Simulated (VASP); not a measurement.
# RhCl (Pm-3m) in VASP: a series of runs

The runs below take RhCl through single point, with PBE.

Program: VASP 6.6.1. These are calculated values, not measurements. Logs are shortened: lines on timing, memory, paths and dates and some standing lists are left out, and cuts for length are marked.

### Step 1. The cell of the first run

The structure is cubic, space group Pm-3m (No. 221). Conventional cell: a = 3.138 Å, b = 3.138 Å, c = 3.138 Å, α = 90.00°, β = 90.00°, γ = 90.00°. Within 3.6 Å of Rh (site symmetry m-3m) lie 8 Cl at 2.72 Å and 6 Rh at 3.14 Å. Within 3.6 Å of Cl (site symmetry m-3m) lie 8 Rh at 2.72 Å and 6 Cl at 3.14 Å.

### Step 2. Single point, PBE, collinear spin, ferromagnetic start

The input, INCAR:

```
ALGO = Normal
EDIFF = 1E-6
ENCUT = 520
GGA = PE
ISIF = 2
ISMEAR = 0
ISPIN = 2
LASPH = T
LCHARG = F
LMAXMIX = 4
LORBIT = 11
LREAL = F
LWAVE = F
MAGMOM = 1.9 0.28
NBANDS = 22
NELM = 150
PREC = Accurate
SIGMA = 0.1
```

The input, KPOINTS:

```
k-points
0
Gamma
  6 6 6
```

The input, POSCAR:

```
RhCl
1.0
    3.1382440977      0.0000000000      0.0000000000
    0.0000000000      3.1382440977      0.0000000000
    0.0000000000      0.0000000000      3.1382440977
Rh Cl
1 1
Direct
    0.0000000000      0.0000000000      0.0000000000
    0.5000000000      0.5000000000      0.5000000000
```

Potentials or basis: VASP PAW PBE potentials, release 64 (Rh_pv, Cl).

On the command line:

```sh
$ cat potpaw_PBE.64/Rh_pv/POTCAR potpaw_PBE.64/Cl/POTCAR > POTCAR
$ mpirun -np 1 vasp_std > vasp.out
```

OUTCAR:

```text
EDIFF = 1E-6
   ENCUT = 520
   GGA = PE
   ISIF = 2
   ISMEAR = 0
   ISPIN = 2
   LASPH = T
   LORBIT = 11
   LREAL = F
   NELM = 150
   PREC = Accurate

 ion  position               nearest neighbor table
   1  0.000  0.000  0.000-   2 2.72   2 2.72   2 2.72   2 2.72   2 2.72   2 2.72   2 2.72   2 2.72

   2  0.500  0.500  0.500-   1 2.72   1 2.72   1 2.72   1 2.72   1 2.72   1 2.72   1 2.72   1 2.72

  LATTYP: Found a simple cubic cell.
 ALAT       =     3.1382440977

  Lattice vectors:

 A1 = (   3.1382440977,   0.0000000000,   0.0000000000)
 A2 = (   0.0000000000,   3.1382440977,   0.0000000000)
 A3 = (   0.0000000000,   0.0000000000,   3.1382440977)

Analysis of symmetry for initial positions (statically):
=====================================================================
 Subroutine PRICEL returns:
 Original cell was already a primitive cell.

 Routine SETGRP: Setting up the symmetry group for a
 simple cubic supercell.

 Subroutine GETGRP returns: Found 48 space group operations
 (whereof 48 operations were pure point group operations)
 out of a pool of 48 trial point group operations.

The static configuration has the point symmetry O_h .

Analysis of symmetry for dynamics (positions and initial velocities):
=====================================================================
 Subroutine PRICEL returns:
 Original cell was already a primitive cell.

 Routine SETGRP: Setting up the symmetry group for a
 simple cubic supercell.

 Subroutine GETGRP returns: Found 48 space group operations
 (whereof 48 operations were pure point group operations)
 out of a pool of 48 trial point group operations.

The dynamic configuration has the point symmetry O_h .

Analysis of structural, dynamic, and magnetic symmetry:
=====================================================================
 Subroutine PRICEL returns:
 Original cell was already a primitive cell.

 Routine SETGRP: Setting up the symmetry group for a
 simple cubic supercell.

 Subroutine GETGRP returns: Found 48 space group operations
 (whereof 48 operations were pure point group operations)
 out of a pool of 48 trial point group operations.

The overall configuration has the point symmetry O_h .

 Subroutine INISYM returns: Found 48 space group operations
 (whereof 48 operations are pure point group operations),
 and found     1 'primitive' translations

----------------------------------------------------------------------------------------

                                     Primitive cell

  volume of cell :      30.9072

  direct lattice vectors                    reciprocal lattice vectors
     3.138244098  0.000000000  0.000000000     0.318649528  0.000000000  0.000000000
     0.000000000  3.138244098  0.000000000     0.000000000  0.318649528  0.000000000
     0.000000000  0.000000000  3.138244098     0.000000000  0.000000000  0.318649528

  length of vectors
     3.138244098  3.138244098  3.138244098     0.318649528  0.318649528  0.318649528

  position of ions in fractional coordinates (direct lattice)
     0.000000000  0.000000000  0.000000000
     0.500000000  0.500000000  0.500000000

  ion indices of the primitive-cell ions
   primitive index   ion index
                 1           1
                 2           2

----------------------------------------------------------------------------------------

 KPOINTS: k-points

Automatic generation of k-mesh.
 Grid dimensions read from file:
 generate k-points for:    6    6    6

 Generating k-lattice:

  Cartesian coordinates                     Fractional coordinates (reciprocal lattice)
     0.053108255  0.000000000  0.000000000     0.166666667  0.000000000  0.000000000
     0.000000000  0.053108255  0.000000000     0.000000000  0.166666667  0.000000000
     0.000000000  0.000000000  0.053108255     0.000000000  0.000000000  0.166666667

  Length of vectors
     0.053108255  0.053108255  0.053108255

  Shift w.r.t. Gamma in fractional coordinates (k-lattice)
     0.000000000  0.000000000  0.000000000

 Subroutine IBZKPT returns following result:
 ===========================================

 Found     20 irreducible k-points:

 Following reciprocal coordinates:
            Coordinates               Weight
  0.000000  0.000000  0.000000      1.000000
  0.166667  0.000000  0.000000      6.000000
  0.333333  0.000000  0.000000      6.000000
  0.500000  0.000000  0.000000      3.000000
  0.166667  0.166667  0.000000     12.000000
  0.333333  0.166667  0.000000     24.000000
[... 12 lines left out ...]
  0.500000  0.500000  0.333333      6.000000
  0.500000  0.500000  0.500000      1.000000
   k-points           NKPTS =     20   k-points in BZ     NKDIM =     20   number of bands    NBANDS=     22
   number of dos      NEDOS =    301   number of ions     NIONS =      2
   total plane-waves  NPLWV =  13824
   dimension x,y,z NGX =    24 NGY =   24 NGZ =   24
   dimension x,y,z NGXF=    48 NGYF=   48 NGZF=   48
   ions per type =               1   1
   NGX,Y,Z   is equivalent  to a cutoff of  12.71, 12.71, 12.71 a.u.
   NGXF,Y,Z  is equivalent  to a cutoff of  25.43, 25.43, 25.43 a.u.
 SYSTEM =  unknown system
   PREC   = accura    normal or accurate (medium, high low for compatibility)
   ISTART =      0    job   : 0-new  1-cont  2-samecut
   ICHARG =      2    charge: 1-file 2-atom 10-const
   ISPIN  =      2    spin polarized calculation?
   LNONCOLLINEAR =      F non collinear calculations
   LSORBIT =      F    spin-orbit coupling
   LASPH  =      T    aspherical Exc in radial PAW
   ENCUT  =  520.0 eV  38.22 Ry    6.18 a.u.   5.84  5.84  5.84*2*pi/ulx,y,z
   NELM   =    150;   NELMIN=  2; NELMDL= -5     # of ELM steps
   EDIFF  = 0.1E-05   stopping-criterion for ELM
   LREAL  =      F    real-space projection
   EDIFFG = 0.1E-04   stopping-criterion for IOM
   NSW    =      0    number of steps for IOM
   IBRION =     -1    ionic relax: 0-MD 1-quasi-New 2-CG
   NFREE  =      0    steps in history (QN), initial steepest desc. (CG)
   ISIF   =      2    stress and relaxation
   ISYM   =      2    0-nonsym 1-usesym 2-fastsym
   POTIM  = 0.5000    time-step for ionic-motion
   TEBEG  =    0.0;   TEEND  =   0.0 temperature during run
   PSTRESS=    0.0 pullay stress
   NELECT =      22.0000    total number of electrons
   NUPDOWN=      -1.0000    fix difference up-down
   EMIN   =  10.00;   EMAX   =-10.00  energy-range for DOS
   EFERMI =   0.00;   METHOD = LEGACY
   ISMEAR =     0;   SIGMA  =   0.10  broadening in eV -4-tet -1-fermi 0-gaus
   EFERMI_NEDOS =   21; number of points for ismear=-14 and -15
   IALGO  =     38    algorithm
   IMIX   =      4    mixing-type and parameters
     AMIX     =   0.40;   BMIX     =  1.00
     AMIX_MAG =   1.60;   BMIX_MAG =  1.00
  volume/ion in A,a.u.               =      15.45       104.29
  Fermi-wavevector in a.u.,A,eV,Ry     =   1.461714  2.762238 29.070305  2.136607
  Thomas-Fermi vector in A             =   2.578013
   LORBIT       =     11    0 simple, 1 ext, 2 COOP (PROOUT), +10 PAW based schemes
   GGA     = PE    functional components
   LHFCALC =     F    Hartree Fock is set to
   AEXX    =    0.0000 exact exchange contribution
   IVDW    =     0    specifies the selected vdW correction
   LEPSILON=     F    determine dielectric tensor
   LRPA    =     F    only Hartree local field effects (RPA)
 spin polarized calculation
 Gauss-broadening in eV      SIGMA  =   0.10
  energy-cutoff  :      520.00
  volume of cell :       30.91
 maximum number of plane-waves:       847
 NGX is ok and might be reduce to    24
   NGX = 11   NGY = 11   NGZ = 11

 number of electron      21.9999991 magnetization      -0.0210429

 number of electron      21.9999991 magnetization       0.0022038

 Free energy of the ion-electron system (eV)
  ---------------------------------------------------
  ext. energy  EPLUGINS =         0.00000000
  ---------------------------------------------------
  free energy    TOTEN  =        -7.81609298 eV

  energy without entropy =       -7.80373826  energy(sigma->0) =       -7.80991562

 E-fermi :   9.0586     XC(G=0): -12.1891

 val. band max:        9.0314499216   @ k =   0.5000   0.3333   0.1667
 cond. band min:       9.1537556146   @ k =   0.5000   0.5000   0.0000
 fundamental gap:      0.1223056930
 Fermi energy:         9.0585535427

 spin component 1

 k-point     1 :       0.0000    0.0000    0.0000
  band No.  band energies     occupation
      1     -36.6293      1.00000
      2     -36.6293      1.00000
      3     -36.6293      1.00000
      4      -9.0400      1.00000
      5       5.1069      1.00000
      6       5.1069      1.00000
[... 14 lines left out ...]
     21      25.1103      0.00000
     22      28.6912      0.00000

 k-point     2 :       0.1667    0.0000    0.0000
  band No.  band energies     occupation
      1     -36.6493      1.00000
      2     -36.6276      1.00000
      3     -36.6276      1.00000
      4      -8.8449      1.00000
      5       3.3622      1.00000
      6       4.8837      1.00000
[... 14 lines left out ...]
     21      27.8419      0.00000
     22      28.1149      0.00000

 k-point     3 :       0.3333    0.0000    0.0000
  band No.  band energies     occupation
      1     -36.6892      1.00000
      2     -36.6243      1.00000
      3     -36.6243      1.00000
      4      -8.4056      1.00000
      5       1.3903      1.00000
      6       4.5107      1.00000
[... 14 lines left out ...]
     21      30.3553      0.00000
     22      30.3553      0.00000
[... 376 lines left out ...]
 k-point    19 :       0.5000    0.5000    0.3333
  band No.  band energies     occupation
      1     -36.6935      1.00000
      2     -36.6935      1.00000
      3     -36.6726      1.00000
      4      -7.1835      1.00000
      5       1.7861      1.00000
      6       1.7861      1.00000
[... 14 lines left out ...]
     21      30.8508      0.00000
     22      30.8508      0.00000

 k-point    20 :       0.5000    0.5000    0.5000
  band No.  band energies     occupation
      1     -36.6914      1.00000
      2     -36.6914      1.00000
      3     -36.6914      1.00000
      4      -6.9746      1.00000
      5       1.6498      1.00000
      6       1.6498      1.00000
[... 14 lines left out ...]
     21      28.8262      0.00000
     22      31.6406      0.00000
 Fermi energy:         9.0585535427

 spin component 2

 k-point     1 :       0.0000    0.0000    0.0000
  band No.  band energies     occupation
      1     -36.6274      1.00000
      2     -36.6274      1.00000
      3     -36.6274      1.00000
      4      -9.0402      1.00000
      5       5.1067      1.00000
      6       5.1067      1.00000
[... 14 lines left out ...]
     21      25.1102      0.00000
     22      28.6912      0.00000

 k-point     2 :       0.1667    0.0000    0.0000
  band No.  band energies     occupation
      1     -36.6474      1.00000
      2     -36.6258      1.00000
      3     -36.6258      1.00000
      4      -8.8451      1.00000
      5       3.3623      1.00000
      6       4.8836      1.00000
[... 14 lines left out ...]
     21      27.8420      0.00000
     22      28.1153      0.00000

 k-point     3 :       0.3333    0.0000    0.0000
  band No.  band energies     occupation
      1     -36.6873      1.00000
      2     -36.6224      1.00000
      3     -36.6224      1.00000
      4      -8.4058      1.00000
      5       1.3904      1.00000
      6       4.5108      1.00000
[... 14 lines left out ...]
     21      30.3554      0.00000
     22      30.3554      0.00000
[... 376 lines left out ...]
 k-point    19 :       0.5000    0.5000    0.3333
  band No.  band energies     occupation
      1     -36.6916      1.00000
      2     -36.6916      1.00000
      3     -36.6708      1.00000
      4      -7.1837      1.00000
      5       1.7861      1.00000
      6       1.7861      1.00000
[... 14 lines left out ...]
     21      30.8510      0.00000
     22      30.8510      0.00000

 k-point    20 :       0.5000    0.5000    0.5000
  band No.  band energies     occupation
      1     -36.6895      1.00000
      2     -36.6895      1.00000
      3     -36.6895      1.00000
      4      -6.9749      1.00000
      5       1.6498      1.00000
      6       1.6498      1.00000
[... 14 lines left out ...]
     21      28.8261      0.00000
     22      31.7727      0.00000

------------------------ aborting loop because EDIFF is reached ----------------------------------------

  FORCE on cell =-STRESS in cart. coord.  units (eV):
  Direction    XX          YY          ZZ          XY          YZ          ZX
  --------------------------------------------------------------------------------------
  -------------------------------------------------------------------------------------
  Total       -0.0073476     -0.0073476     -0.0073476     -0.0000000     -0.0000000     -0.0000000
  in kB       -0.3808856     -0.3808856     -0.3808856     -0.0000000     -0.0000000     -0.0000000
  external PRESSURE =      -0.3808856 kB  Pullay stress =       0.0000000 kB

 VOLUME and BASIS-vectors are now :
 -----------------------------------------------------------------------------
  energy-cutoff  :      520.00
  volume of cell :       30.91
      direct lattice vectors                 reciprocal lattice vectors
     3.138244098  0.000000000  0.000000000     0.318649528  0.000000000  0.000000000
     0.000000000  3.138244098  0.000000000     0.000000000  0.318649528  0.000000000
     0.000000000  0.000000000  3.138244098     0.000000000  0.000000000  0.318649528

 POSITION                                       TOTAL-FORCE (eV/Angst)
 -----------------------------------------------------------------------------------
      0.00000      0.00000      0.00000         0.000000      0.000000      0.000000
      1.56912      1.56912      1.56912         0.000000      0.000000      0.000000
 -----------------------------------------------------------------------------------
    total drift:                                0.000000      0.000000     -0.000000

  FREE ENERGIE OF THE ION-ELECTRON SYSTEM (eV)
  ---------------------------------------------------
  free  energy   TOTEN  =        -7.8160929800 eV

  energy  without entropy=       -7.8037382570  energy(sigma->0) =       -7.80991562

 total charge

# of ion       s       p       d       tot
------------------------------------------
    1        0.186   6.119   7.268  13.572
    2        1.636   3.336   0.000   4.972
--------------------------------------------------
tot          1.822   9.454   7.268  18.544

 magnetization (x)

# of ion       s       p       d       tot
------------------------------------------
    1       -0.000   0.000   0.002   0.002
    2       -0.000   0.000   0.000   0.000
--------------------------------------------------
tot         -0.000   0.000   0.002   0.003
```

It took 36 s on 1 thread of Oxide Virtual Turin-like, shared host; peak memory 0.12 GiB.

Results:

```yaml
Free_energy: -7.8161 eV
Pressure: 0.0 GPa
Band_gap_on_the_k_mesh: zero (filled and empty bands overlap)
Net_moment: 0.00 μB per cell
Valence_electrons_inside_the_program's_atomic_spheres: Rh 13.57; Cl 4.97
```

### Step 3. Single point, PBE, collinear spin, ferromagnetic start

This run uses another cell than the first one, of 19.88 Å³/atom, 1.287 times its volume.

The input, INCAR:

```
SYSTEM = RhCl
PREC = Accurate
ENCUT = 520
EDIFF = 1E-6
ISMEAR = 0
SIGMA = 0.1
LREAL = .False.
LASPH = .True.
NELM = 150
ALGO = Normal
ISIF = 2
LWAVE = .False.
LCHARG = .True.
ISPIN = 2
MAGMOM = 1 0
LORBIT = 11
LMAXMIX = 4
GGA = PE
LELF = .True.
LVHAR = .True.
NBANDS = 22
```

The input, KPOINTS:

```
Automatic mesh
0
Gamma
  6 6 6
  0 0 0
```

The input, POSCAR:

```
RhCl
1.0
    3.4133763685      0.0000000000      0.0000000000
    0.0000000000      3.4133763685      0.0000000000
    0.0000000000      0.0000000000      3.4133763685
Rh Cl
1 1
Direct
    0.0000000000      0.0000000000      0.0000000000
    0.5000000000      0.5000000000      0.5000000000
```

Potentials or basis: VASP PAW PBE potentials, release 64 (Rh_pv, Cl).

On the command line:

```sh
$ cat potpaw_PBE.64/Rh_pv/POTCAR potpaw_PBE.64/Cl/POTCAR > POTCAR
$ mpirun -np 1 vasp_std > vasp.out
```

OUTCAR:

```text
SYSTEM = RhCl
   PREC = Accurate
   ENCUT = 520
   EDIFF = 1E-6
   ISMEAR = 0
   LREAL = .False.
   LASPH = .True.
   NELM = 150
   ISIF = 2
   ISPIN = 2
   LORBIT = 11
   GGA = PE

 ion  position               nearest neighbor table
   1  0.000  0.000  0.000-   2 2.96   2 2.96   2 2.96   2 2.96   2 2.96   2 2.96   2 2.96   2 2.96

   2  0.500  0.500  0.500-   1 2.96   1 2.96   1 2.96   1 2.96   1 2.96   1 2.96   1 2.96   1 2.96

  LATTYP: Found a simple cubic cell.
 ALAT       =     3.4133763685

  Lattice vectors:

 A1 = (   3.4133763685,   0.0000000000,   0.0000000000)
 A2 = (   0.0000000000,   3.4133763685,   0.0000000000)
 A3 = (   0.0000000000,   0.0000000000,   3.4133763685)
[... 1208 lines left out ...]
 -----------------------------------------------------------------------------
  energy-cutoff  :      520.00
  volume of cell :       39.77
      direct lattice vectors                 reciprocal lattice vectors
     3.413376368  0.000000000  0.000000000     0.292965056  0.000000000  0.000000000
     0.000000000  3.413376368  0.000000000     0.000000000  0.292965056  0.000000000
     0.000000000  0.000000000  3.413376368     0.000000000  0.000000000  0.292965056

 POSITION                                       TOTAL-FORCE (eV/Angst)
 -----------------------------------------------------------------------------------
      0.00000      0.00000      0.00000         0.000000      0.000000      0.000000
      1.70669      1.70669      1.70669         0.000000      0.000000      0.000000
 -----------------------------------------------------------------------------------
    total drift:                               -0.000000      0.000000      0.000000

  FREE ENERGIE OF THE ION-ELECTRON SYSTEM (eV)
  ---------------------------------------------------
  free  energy   TOTEN  =        -7.5232347740 eV

  energy  without entropy=       -7.5105008616  energy(sigma->0) =       -7.51686782

 total charge

# of ion       s       p       d       tot
------------------------------------------
    1        0.139   6.057   7.166  13.361
    2        1.620   3.376   0.000   4.996
--------------------------------------------------
tot          1.759   9.432   7.166  18.357

 magnetization (x)

# of ion       s       p       d       tot
------------------------------------------
    1        0.000   0.003   1.727   1.731
    2        0.008   0.226   0.000   0.234
--------------------------------------------------
tot          0.008   0.229   1.727   1.965
```

Wall time 45 s (1 thread of Oxide Virtual Turin-like, shared host); peak memory 0.15 GiB.

What came out:

- Free energy: -7.5232 eV
- Pressure: -9.4 GPa
- Band gap on the k mesh: zero (filled and empty bands overlap)
- Net moment: 2.01 μB per cell
- Site moments: Rh +1.73; Cl +0.23 μB
- Valence electrons inside the program's atomic spheres: Rh 13.36; Cl 5.00
